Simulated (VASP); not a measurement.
# CaSc (Fm-3m) in VASP: a series of runs, part 2 of 2

VASP 6.6.1.

### 4 Relaxation of cell and atoms, PBE

This run uses another cell than the first one, of 21.30 Å³/atom, 0.634 times its volume.

Contents of INCAR:

```
PREC = Accurate
ENCUT = 600
EDIFF = 1E-6
ISMEAR = 0
SIGMA = 0.1
LREAL = F
LASPH = T
NELM = 60
ALGO = Normal
ISIF = 3
LWAVE = F
LCHARG = F
GGA = PE
IBRION = 2
NSW = 90
EDIFFG = -0.04
```

Contents of KPOINTS:

```
Automatic mesh
0
Gamma
  6 6 6
```

Contents of POSCAR:

```
CaSc
1.0
    0.0000000000      2.7718575100      2.7718575100
    2.7718575100      0.0000000000      2.7718575100
    2.7718575100      2.7718575100      0.0000000000
Ca Sc
1 1
Direct
    0.0000000000      0.0000000000      0.0000000000
    0.5000000000      0.5000000000      0.5000000000
```

Potentials or basis: VASP PAW PBE potentials, release 64 (Ca_sv, Sc_sv).

Started as:

```sh
> cat potpaw_PBE.64/Ca_sv/POTCAR potpaw_PBE.64/Sc_sv/POTCAR > POTCAR
> mpirun -np 1 vasp_std > vasp.out
```

OUTCAR:

```text
PREC = Accurate
   ENCUT = 600
   EDIFF = 1E-6
   ISMEAR = 0
   LREAL = F
   LASPH = T
   NELM = 60
   ISIF = 3
   GGA = PE
   IBRION = 2
   NSW = 90
   EDIFFG = -0.04

 ion  position               nearest neighbor table
   1  0.000  0.000  0.000-   2 2.77   2 2.77   2 2.77   2 2.77   2 2.77   2 2.77
   2  0.500  0.500  0.500-   1 2.77   1 2.77   1 2.77   1 2.77   1 2.77   1 2.77

  LATTYP: Found a face centered cubic cell.
 ALAT       =     5.5437150200

  Lattice vectors:

 A1 = (   0.0000000000,   2.7718575100,   2.7718575100)
 A2 = (   2.7718575100,   0.0000000000,   2.7718575100)
 A3 = (   2.7718575100,   2.7718575100,   0.0000000000)

Analysis of symmetry for initial positions (statically):
=====================================================================
 Subroutine PRICEL returns:
 Original cell was already a primitive cell.

[... 180 lines left out ...]
      9       0.1374      2.00000
     10       4.4393      2.00000
     11       4.4393      2.00000
     12       4.4393      2.00000
     13       4.7071      2.00000
     14       4.7071      2.00000
[... 360 lines left out ...]
--------------------------------------- Ionic step        4  -------------------------------------------

 number of electron      21.0000001 magnetization

 Free energy of the ion-electron system (eV)
  ---------------------------------------------------
  ext. energy  EPLUGINS =         0.00000000
  ---------------------------------------------------
  free energy    TOTEN  =        -6.54435226 eV

  energy without entropy =       -6.52330550  energy(sigma->0) =       -6.53382888

 E-fermi :   2.5051     XC(G=0):  -8.5062

 val. band max:        2.4483568587   @ k =   0.0000   0.0000   0.0000
 cond. band min:       2.5406055166   @ k =   0.1667   0.0000   0.0000
 fundamental gap:      0.0922486578
 Fermi energy:         2.5050791379

 k-point     1 :       0.0000    0.0000    0.0000
  band No.  band energies     occupation
      1     -48.0224      2.00000
      2     -38.9300      2.00000
      3     -26.6508      2.00000
      4     -26.6508      2.00000
      5     -26.6508      2.00000
      6     -19.9503      2.00000
      7     -19.9503      2.00000
      8     -19.9503      2.00000
      9      -1.9063      2.00000
     10       2.3968      1.87438
     11       2.3968      1.87438
     12       2.3968      1.87438
     13       2.4484      1.57755
     14       2.4484      1.57755
[... 282 lines left out ...]
  FREE ENERGIE OF THE ION-ELECTRON SYSTEM (eV)
  ---------------------------------------------------
  free  energy   TOTEN  =        -6.5443522583 eV

  energy  without entropy=       -6.5233055021  energy(sigma->0) =       -6.53382888

 reached required accuracy - stopping structural energy minimisation
```

Run time: 92 s. Hardware: 1 thread of Intel Xeon 6975P-C, shared host; peak memory 0.19 GiB.

Results:

```
Free energy                            : -6.5444 eV
Relaxed volume                         : 34.03 Å³/atom
Relaxed cell                           : a = 4.583 Å, b = 4.583 Å, c = 4.583 Å, α = 60.00°, β = 60.00°, γ = 60.00°
Space group after relaxing (to 0.05 Å) : Fm-3m (No. 225)
Energy gained by relaxing              : 513.4 meV/atom
Ionic steps                            : 4
Pressure after relaxing                : -0.1 GPa
```

Step by step:
```csv
step,energy change (eV),largest force (eV/Å),pressure (GPa),volume (Å³)
1,0.0000,0.0000,17.16,42.59
2,-0.9286,0.0000,3.71,58.26
3,-1.0001,0.0000,-1.45,73.25
4,-1.0267,0.0000,-0.14,68.06
```

Final structure:
```yaml
crystal:
  lattice:
    - [0.00000, 3.24053, 3.24053]
    - [3.24053, 0.00000, 3.24053]
    - [3.24053, 3.24053, 0.00000]
  atoms:
    - { symbol: Ca, position: [0.00000, 0.00000, 0.00000] }
    - { symbol: Sc, position: [0.50000, 0.50000, 0.50000] }
```

Levels at points of the mesh, in eV from the Fermi level:
| k point | band 7 | band 8 | band 9 | band 10 | band 11 | band 12 | band 13 | band 14 |
| --- | --- | --- | --- | --- | --- | --- | --- | --- |
| (0.00, 0.00, 0.00) | -22.46 | -22.46 | -4.41 | -0.11 | -0.11 | -0.11 | -0.06 | -0.06 |
| (0.50, 0.00, 0.00) | -22.46 | -22.46 | -1.87 | -1.62 | 0.45 | 0.45 | 1.25 | 1.25 |
| (0.50, 0.50, 0.00) | -22.46 | -22.46 | -1.50 | -1.11 | -0.54 | 0.34 | 0.40 | 1.40 |

Caveat: the volume moved by over 15 % at a fixed basis, so the end points are rough; the bands computed are all filled at some k points, so no gap is given.

### 5 Overview

| task | spin | cell | cutoff (eV) | gap on the mesh (eV) | pressure (GPa) |
| --- | --- | --- | --- | --- | --- |
| single point | collinear, ferromagnetic start | a = 4.563 Å, angles 60.0°, 2 atoms | 520 | none | 0.1 |
| single point | off | a = 4.563 Å, angles 60.0°, 2 atoms | 520 | none | 0.2 |
| relaxation of cell and atoms | off | relaxed from a = 3.920 Å, angles 60.0°, 2 atoms | 600 | - | -0.1 |

Alike in all rows: level PBE; potentials or basis VASP PAW PBE potentials, release 64 (Ca_sv, Sc_sv); k mesh 6 × 6 × 6; smearing gaussian 0.1 eV.

Caveats: the volume moved by over 15 % at a fixed basis, so the end points are rough (some runs); the bands computed are all filled at some k points, so no gap is given (some runs).

Absolute energies hang on the potentials; compare differences alone.
